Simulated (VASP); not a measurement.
Input of a VASP 6.6.1 run:

Contents of INCAR:

```
  PREC = Accurate
  ENCUT = 520
  EDIFF = 1E-6
  ISMEAR = -1
  SIGMA = 0.08
  LREAL = F
  LASPH = T
  NELM = 100
  ALGO = Normal
  ISIF = 2
  LWAVE = F
  LCHARG = F
  GGA = PS
  NBANDS = 12
```

KPOINTS

```
Automatic mesh
0
Gamma
  16 16 9
```

File POSCAR:

```
P
1.0
    3.1032742332      0.0000000000      0.0000000000
   -1.5516371166      2.6875143209      0.0000000000
    0.0000000000      0.0000000000      3.0756021703
P
2
Direct
    0.3333333333      0.6666666667      0.2500000000
    0.6666666667      0.3333333333      0.7500000000
```

Potentials or basis: VASP PAW PBE potentials, release 64 (P).

Launch:

```bash
$ cat potpaw_PBE.64/P/POTCAR > POTCAR
$ mpirun -np 1 vasp_std > vasp.out
```

Q: Estimate the band gap on the k mesh.

A: Zero (bands 5 and 6 overlap by 6.71 eV).

Q: What does it give for the pressure?

A: 16.5 GPa.

Caveat: the cell stands under pressure; the PAW data sets were made with another functional, which shifts forces and pressure a little.
